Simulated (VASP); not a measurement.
Here is a VASP 6.6.1 calculation.

INCAR

```
SYSTEM = TaTi3Si8
ALGO = Normal ; EDIFF = 1E-6
ENCUT = 520 ; GGA = PE
ISIF = 2 ; ISMEAR = 0
LASPH = .TRUE. ; LCHARG = .FALSE.
LREAL = .FALSE. ; LWAVE = .FALSE.
NBANDS = 52 ; NELM = 100
PREC = Accurate ; SIGMA = 0.2
```

The input KPOINTS:

```
k-points
0
G
  6 6 4
  0 0 0
```

POSCAR

```
TaTi3Si8
1.0
   -4.8215062000      0.0000000000      0.0000000000
    2.4107531000     -4.2900402000      0.0000000000
    0.0000000000      0.0000000000      8.2932263000
Ti Ta Si
3 1 8
Direct
    0.5000000000      0.5000000000      0.2500590000
    0.0000000000      0.5000000000      0.7499410000
    0.0000000000      0.0000000000      0.0000000000
    0.5000000000      0.0000000000      0.5000000000
    0.5000000000      0.5000000000      0.5946150000
    0.0000000000      0.5000000000      0.0862720000
    0.5000000000      0.5000000000      0.9137280000
    0.0000000000      0.5000000000      0.4053850000
    0.5000000000      0.0000000000      0.8398850000
    0.0000000000      0.0000000000      0.3348260000
    0.5000000000      0.0000000000      0.1601150000
    0.0000000000      0.0000000000      0.6651740000
```

Potentials or basis: VASP PAW PBE potentials, release 64 (Ti_sv, Ta_pv, Si).

The run is started by

```console
$ cat potpaw_PBE.64/Ti_sv/POTCAR potpaw_PBE.64/Ta_pv/POTCAR potpaw_PBE.64/Si/POTCAR > POTCAR
$ mpirun -np 1 vasp_std > vasp.out
```

(1) Predict the largest force.

(2) Predict the pressure.

## Answers

(1) 0.015 eV/Å.

(2) 0.0 GPa.
